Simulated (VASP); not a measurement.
# Pt (I4/mmm) in VASP: further runs

The runs below take Pt through single point, with r2SCAN.

All numbers are computed with VASP 6.6.1; they aren't measurements. Logs are shortened: lines on timing, memory, paths and dates and some standing lists are left out, and cuts for length are marked.

**1. The cell of the first run**

It takes space group I4/mmm (No. 139, tetragonal). Conventional cell: a = 3.168 Å, b = 3.168 Å, c = 3.105 Å, α = 90.00°, β = 90.00°, γ = 90.00°. Pt (site symmetry 4/mmm) has 14 Pt at 2.73 to 3.17 Å within 3.6 Å.

**2. Single point, r2SCAN (strain -0.0200 x Voigt [1, 0, 0, 0, 0, 0])**

Contents of POSCAR:

```
Pt
1.0
   -1.5525356000      1.5842200000      1.5842200000
    1.5525356000     -1.5842200000      1.5842200000
    1.5525356000      1.5842200000     -1.5842200000
Pt
1
Direct
    0.0000000000      0.0000000000      0.0000000000
```

Contents of INCAR.step1:

```
PREC = Accurate ; ENCUT = 520
ISMEAR = 0 ; SIGMA = 0.15
LREAL = False ; LASPH = True
NELM = 80 ; NBANDS = 11
GGA = PE ; ALGO = Normal
EDIFF = 1E-4 ; LWAVE = True
LCHARG = False
```

Contents of INCAR.step2:

```
PREC = Accurate ; ENCUT = 520
EDIFF = 1E-6 ; ISMEAR = 0
SIGMA = 0.15 ; LREAL = False
LASPH = True ; NELM = 80
ALGO = Normal ; ISIF = 2
LWAVE = False ; LCHARG = False
METAGGA = R2SCAN ; LMIXTAU = True
NBANDS = 11 ; ISTART = 1
```

Contents of KPOINTS:

```
regular mesh
0
Gamma
  22 22 22
```

Potentials or basis: VASP PAW PBE potentials, release 64 (Pt).

Command:

```console
$ cat potpaw_PBE.64/Pt/POTCAR > POTCAR
$ cp INCAR.step1 INCAR
$ mpirun -np 1 vasp_std > vasp.out
$ cp INCAR.step2 INCAR
$ mpirun -np 1 vasp_std > vasp.out
```

OUTCAR:

```text
PREC = Accurate
   ENCUT = 520
   EDIFF = 1E-6
   ISMEAR = 0
   LREAL = False
   LASPH = True
   NELM = 80
   ISIF = 2
   METAGGA = R2SCAN
   ISTART = 1

 ion  position               nearest neighbor table
   1  0.000  0.000  0.000-

  LATTYP: Found a body centered tetragonal cell.
 ALAT       =     3.1684400000
 C/A-ratio  =     0.9800000000

  Lattice vectors:

 A1 = (  -1.5525356000,   1.5842200000,  -1.5842200000)
 A2 = (  -1.5525356000,  -1.5842200000,   1.5842200000)
 A3 = (   1.5525356000,   1.5842200000,   1.5842200000)

Analysis of symmetry for initial positions (statically):
=====================================================================
 Subroutine PRICEL returns:
 Original cell was already a primitive cell.

 Routine SETGRP: Setting up the symmetry group for a
 body centered tetragonal supercell.

 Subroutine GETGRP returns: Found 16 space group operations
 (whereof 16 operations were pure point group operations)
 out of a pool of 16 trial point group operations.

The static configuration has the point symmetry D_4h.

Analysis of symmetry for dynamics (positions and initial velocities):
=====================================================================
 Subroutine PRICEL returns:
 Original cell was already a primitive cell.

 Routine SETGRP: Setting up the symmetry group for a
 body centered tetragonal supercell.

 Subroutine GETGRP returns: Found 16 space group operations
 (whereof 16 operations were pure point group operations)
 out of a pool of 16 trial point group operations.

The dynamic configuration has the point symmetry D_4h.

 Subroutine INISYM returns: Found 16 space group operations
 (whereof 16 operations are pure point group operations),
 and found     1 'primitive' translations

----------------------------------------------------------------------------------------

                                     Primitive cell

  volume of cell :      15.5859

  direct lattice vectors                    reciprocal lattice vectors
    -1.552535600  1.584220000  1.584220000     0.000000000  0.315612731  0.315612731
     1.552535600 -1.584220000  1.584220000     0.322053807  0.000000000  0.315612731
     1.552535600  1.584220000 -1.584220000     0.322053807  0.315612731  0.000000000

  length of vectors
     2.725779303  2.725779303  2.725779303     0.446343804  0.450921335  0.450921335

  position of ions in fractional coordinates (direct lattice)
     0.000000000  0.000000000  0.000000000

  ion indices of the primitive-cell ions
   primitive index   ion index
                 1           1

----------------------------------------------------------------------------------------

 KPOINTS: regular mesh

Automatic generation of k-mesh.
 Grid dimensions read from file:
 generate k-points for:   22   22   22

 Generating k-lattice:

  Cartesian coordinates                     Fractional coordinates (reciprocal lattice)
     0.000000000  0.014346033  0.014346033     0.045454545  0.000000000  0.000000000
     0.014638809  0.000000000  0.014346033     0.000000000  0.045454545  0.000000000
     0.014638809  0.014346033  0.000000000     0.000000000  0.000000000  0.045454545

  Length of vectors
     0.020288355  0.020496424  0.020496424

  Shift w.r.t. Gamma in fractional coordinates (k-lattice)
     0.000000000  0.000000000  0.000000000

 Subroutine IBZKPT returns following result:
 ===========================================

 Found    834 irreducible k-points:

 Following reciprocal coordinates:
            Coordinates               Weight
  0.000000  0.000000  0.000000      1.000000
  0.045455  0.000000  0.000000      4.000000
  0.090909  0.000000  0.000000      4.000000
  0.136364  0.000000  0.000000      4.000000
  0.181818  0.000000  0.000000      4.000000
  0.227273  0.000000  0.000000      4.000000
[... 16 lines left out ...]
  0.454545  0.045455  0.000000     16.000000
  0.000000  0.090909  0.000000      8.000000
 [... further k-points ...]
   k-points           NKPTS =    834   k-points in BZ     NKDIM =    834   number of bands    NBANDS=     11
   number of dos      NEDOS =    301   number of ions     NIONS =      1
   total plane-waves  NPLWV =   8000
   dimension x,y,z NGX =    20 NGY =   20 NGZ =   20
   dimension x,y,z NGXF=    40 NGYF=   40 NGZF=   40
   ions per type =               1
   NGX,Y,Z   is equivalent  to a cutoff of  12.20, 12.20, 12.20 a.u.
   NGXF,Y,Z  is equivalent  to a cutoff of  24.40, 24.40, 24.40 a.u.
 SYSTEM =  unknown system
   PREC   = accura    normal or accurate (medium, high low for compatibility)
   ISTART =      1    job   : 0-new  1-cont  2-samecut
   ICHARG =      0    charge: 1-file 2-atom 10-const
   ISPIN  =      1    spin polarized calculation?
   LNONCOLLINEAR =      F non collinear calculations
   LSORBIT =      F    spin-orbit coupling
   LASPH  =      T    aspherical Exc in radial PAW
   ENCUT  =  520.0 eV  38.22 Ry    6.18 a.u.   5.07  5.07  5.07*2*pi/ulx,y,z
   NELM   =     80;   NELMIN=  2; NELMDL=  0     # of ELM steps
   EDIFF  = 0.1E-05   stopping-criterion for ELM
   LREAL  =      F    real-space projection
   EDIFFG = 0.1E-04   stopping-criterion for IOM
   NSW    =      0    number of steps for IOM
   IBRION =     -1    ionic relax: 0-MD 1-quasi-New 2-CG
   NFREE  =      0    steps in history (QN), initial steepest desc. (CG)
   ISIF   =      2    stress and relaxation
   ISYM   =      2    0-nonsym 1-usesym 2-fastsym
   POTIM  = 0.5000    time-step for ionic-motion
   TEBEG  =    0.0;   TEEND  =   0.0 temperature during run
   PSTRESS=    0.0 pullay stress
   NELECT =      10.0000    total number of electrons
   NUPDOWN=      -1.0000    fix difference up-down
   EMIN   =  10.00;   EMAX   =-10.00  energy-range for DOS
   EFERMI =   0.00;   METHOD = LEGACY
   ISMEAR =     0;   SIGMA  =   0.15  broadening in eV -4-tet -1-fermi 0-gaus
   EFERMI_NEDOS =   21; number of points for ismear=-14 and -15
   IALGO  =     38    algorithm
   IMIX   =      4    mixing-type and parameters
     AMIX     =   0.40;   BMIX     =  1.00
     AMIX_MAG =   1.60;   BMIX_MAG =  1.00
  volume/ion in A,a.u.               =      15.59       105.18
  Fermi-wavevector in a.u.,A,eV,Ry     =   1.411987  2.668268 27.126028  1.993707
  Thomas-Fermi vector in A             =   2.533782
   LORBIT       =      0    0 simple, 1 ext, 2 COOP (PROOUT), +10 PAW based schemes
   METAGGA = R2SCAN    functional components
   LHFCALC =     F    Hartree Fock is set to
   AEXX    =    0.0000 exact exchange contribution
   IVDW    =     0    specifies the selected vdW correction
   LEPSILON=     F    determine dielectric tensor
   LRPA    =     F    only Hartree local field effects (RPA)
 non-spin polarized calculation
 Gauss-broadening in eV      SIGMA  =   0.15
  energy-cutoff  :      520.00
  volume of cell :       15.59
 maximum number of plane-waves:       432
   NGX = 11   NGY = 11   NGZ = 11

 number of electron       9.9999998 magnetization

 Free energy of the ion-electron system (eV)
  ---------------------------------------------------
  ext. energy  EPLUGINS =         0.00000000
  ---------------------------------------------------
  free energy    TOTEN  =       -51.41214109 eV

  energy without entropy =      -51.39969676  energy(sigma->0) =      -51.40591892

 E-fermi :  10.1850     XC(G=0): -14.3722

 val. band max:       10.1840557893   @ k =   0.4091  -0.1818   0.1364
 cond. band min:      10.1863469466   @ k =  -0.2727   0.3182   0.1364
 fundamental gap:      0.0022911573
 Fermi energy:        10.1849612936

 k-point     1 :       0.0000    0.0000    0.0000
  band No.  band energies     occupation
      1       0.3187      2.00000
      2       6.4020      2.00000
      3       6.5800      2.00000
      4       6.5800      2.00000
      5       8.9527      2.00000
      6       9.1768      2.00000
      7      28.1511      0.00000
      8      28.1511      0.00000
      9      28.5788      0.00000
     10      38.7747      0.00000
     11      38.8467      0.00000

 k-point     2 :       0.0455    0.0000    0.0000
  band No.  band energies     occupation
      1       0.4067      2.00000
      2       6.4051      2.00000
      3       6.5468      2.00000
      4       6.6508      2.00000
      5       8.9069      2.00000
      6       9.1758      2.00000
      7      28.1985      0.00000
      8      28.2252      0.00000
      9      28.7063      0.00000
     10      37.0503      0.00000
     11      37.5073      0.00000

 k-point     3 :       0.0909    0.0000    0.0000
  band No.  band energies     occupation
      1       0.6656      2.00000
      2       6.4110      2.00000
      3       6.4511      2.00000
      4       6.8608      2.00000
      5       8.7876      2.00000
      6       9.1736      2.00000
      7      28.3035      0.00000
      8      28.3692      0.00000
      9      29.0826      0.00000
     10      35.5540      0.00000
     11      35.9211      0.00000

 k-point     4 :       0.1364    0.0000    0.0000
  band No.  band energies     occupation
      1       1.0787      2.00000
      2       6.3038      2.00000
      3       6.4131      2.00000
      4       7.2033      2.00000
      5       8.6424      2.00000
      6       9.1730      2.00000
      7      28.3098      0.00000
      8      28.3427      0.00000
      9      29.6904      0.00000
     10      34.4708      0.00000
     11      34.5467      0.00000
[... 239 lines left out ...]
 k-point    22 :       0.4091    0.0455    0.0000
  band No.  band energies     occupation
      1       3.3531      2.00000
      2       5.2233      2.00000
      3       8.5611      2.00000
      4       9.0713      2.00000
      5       9.7475      1.99996
      6      11.3049      0.00000
      7      17.9672      0.00000
      8      24.7186      0.00000
      9      27.6035      0.00000
     10      35.3486      0.00000
     11      36.1085      0.00000

 k-point    23 :       0.4545    0.0455    0.0000
  band No.  band energies     occupation
      1       3.3380      2.00000
      2       5.1736      2.00000
      3       8.7197      2.00000
      4       9.1249      2.00000
      5      10.2104      0.81051
      6      11.7173      0.00000
      7      16.9342      0.00000
      8      24.5036      0.00000
      9      27.1296      0.00000
     10      35.1824      0.00000
     11      36.5490      0.00000

 k-point    24 :       0.0000    0.0909    0.0000
  band No.  band energies     occupation
      1       0.6734      2.00000
      2       6.3364      2.00000
      3       6.5733      2.00000
      4       6.7916      2.00000
      5       8.8983      2.00000
      6       9.0828      2.00000
      7      28.3702      0.00000
      8      28.6719      0.00000
      9      28.7155      0.00000
     10      35.6717      0.00000
     11      36.4050      0.00000

 [... further k-points ...]

------------------------ aborting loop because EDIFF is reached ----------------------------------------

  FORCE on cell =-STRESS in cart. coord.  units (eV):
  Direction    XX          YY          ZZ          XY          YZ          ZX
  --------------------------------------------------------------------------------------
  -------------------------------------------------------------------------------------
  Total       -0.2431514     -0.0445043     -0.0445043     -0.0000000      0.0000000      0.0000000
  in kB      -24.9950958     -4.5748818     -4.5748818     -0.0000000      0.0000000      0.0000000
  external PRESSURE =     -11.3816198 kB  Pullay stress =       0.0000000 kB

 VOLUME and BASIS-vectors are now :
 -----------------------------------------------------------------------------
  energy-cutoff  :      520.00
  volume of cell :       15.59
      direct lattice vectors                 reciprocal lattice vectors
    -1.552535600  1.584220000  1.584220000     0.000000000  0.315612731  0.315612731
     1.552535600 -1.584220000  1.584220000     0.322053807  0.000000000  0.315612731
     1.552535600  1.584220000 -1.584220000     0.322053807  0.315612731  0.000000000

 POSITION                                       TOTAL-FORCE (eV/Angst)
 -----------------------------------------------------------------------------------
      0.00000      0.00000      0.00000         0.000000      0.000000     -0.000000
 -----------------------------------------------------------------------------------
    total drift:                                0.000000     -0.000000      0.000000

  FREE ENERGIE OF THE ION-ELECTRON SYSTEM (eV)
  ---------------------------------------------------
  free  energy   TOTEN  =       -51.4121410859 eV

  energy  without entropy=      -51.3996967618  energy(sigma->0) =      -51.40591892
```

Wall time 2.8 min (1 thread of Intel Xeon 6975P-C (Granite Rapids), shared host); peak memory 0.25 GiB.

What came out:

- Free energy: -51.4121 eV
- Pressure: -1.1 GPa
- Band gap on the k mesh: zero (bands 5 and 6 overlap by 2.33 eV)

Stress tensor (GPa, compression positive):
```
-2.50  0.00  0.00
 0.00 -0.46  0.00
 0.00  0.00 -0.46
```

Levels at points of the mesh, in eV from the Fermi level:
```
           k point  band 3  band 4  band 5  band 6  band 7  band 8
(0.00, 0.00, 0.00)   -3.60   -3.60   -1.23   -1.01   17.97   17.97
(0.50, 0.00, 0.00)   -1.44   -0.86    0.34    1.11    6.63   14.25
(0.00, 0.50, 0.00)   -1.24   -0.73    0.47    1.15    6.82   14.01
(0.50, 0.50, 0.50)    0.57    0.57    0.64    7.95    7.95    8.60
```

Caveat: the cell differs from its parent crystal (strain -0.0200 x Voigt [1, 0, 0, 0, 0, 0]); the PAW data sets were made with another functional, which shifts forces and pressure a little; spin-orbit coupling is left out, which moves the levels of the heavy elements.

**3. Single point, r2SCAN (strain -0.0100 x Voigt [1, 0, 0, 0, 0, 0])**

Contents of POSCAR:

```
Pt
1.0
   -1.5683778000      1.5842200000      1.5842200000
    1.5683778000     -1.5842200000      1.5842200000
    1.5683778000      1.5842200000     -1.5842200000
Pt
1
Direct
    0.0000000000      0.0000000000      0.0000000000
```

Contents of INCAR.step1:

```
SYSTEM = Pt
PREC = Accurate
ENCUT = 520
ISMEAR = 0
SIGMA = 0.15
LREAL = .False.
LASPH = .True.
NELM = 80
NBANDS = 11
GGA = PE
ALGO = Normal
EDIFF = 1E-4
LWAVE = .True.
LCHARG = .False.
```

Contents of INCAR.step2:

```
SYSTEM = Pt
PREC = Accurate
ENCUT = 520
EDIFF = 1E-7
ISMEAR = 0
SIGMA = 0.15
LREAL = .False.
LASPH = .True.
NELM = 80
ALGO = Normal
ISIF = 2
LWAVE = .False.
LCHARG = .False.
METAGGA = R2SCAN
LMIXTAU = .True.
NBANDS = 11
ISTART = 1
```

Contents of KPOINTS:

```
regular mesh
0
Gamma
  22 22 22
  0 0 0
```

Potentials or basis: VASP PAW PBE potentials, release 64 (Pt).

Command:

```console
$ cat potpaw_PBE.64/Pt/POTCAR > POTCAR
$ cp INCAR.step1 INCAR
$ mpirun -np 1 vasp_std > vasp.out
$ cp INCAR.step2 INCAR
$ mpirun -np 1 vasp_std > vasp.out
```

Wall time 3.1 min (1 thread of Intel Xeon 6975P-C (Granite Rapids), shared host); peak memory 0.25 GiB.

Results (log left out):

| Item | Value |
| --- | --- |
| Free energy | -51.4088 eV |
| Pressure | -3.6 GPa |
| Band gap on the k mesh | zero (bands 5 and 6 overlap by 2.30 eV) |

Stress tensor (GPa, compression positive):
```
-4.27  0.00  0.00
 0.00 -3.32  0.00
 0.00  0.00 -3.32
```

Levels at points of the mesh, in eV from the Fermi level:
| k point | band 2 | band 3 | band 4 | band 5 | band 6 | band 7 | band 8 | band 9 |
| --- | --- | --- | --- | --- | --- | --- | --- | --- |
| (0.00, 0.00, 0.00) | -3.67 | -3.58 | -3.58 | -1.15 | -1.04 | 18.04 | 18.04 | 18.25 |
| (0.50, 0.00, 0.00) | -5.02 | -1.34 | -0.81 | 0.42 | 1.11 | 6.60 | 14.17 | 16.84 |
| (0.00, 0.50, 0.00) | -5.12 | -1.24 | -0.76 | 0.48 | 1.13 | 6.70 | 14.05 | 16.58 |
| (0.50, 0.50, 0.50) | -6.32 | 0.57 | 0.57 | 0.60 | 8.03 | 8.03 | 8.35 | 13.51 |

Caveat: the cell differs from its parent crystal (strain -0.0100 x Voigt [1, 0, 0, 0, 0, 0]); the cell stands under tension; the PAW data sets were made with another functional, which shifts forces and pressure a little; spin-orbit coupling is left out, which moves the levels of the heavy elements.

[end of part 1 of 2]
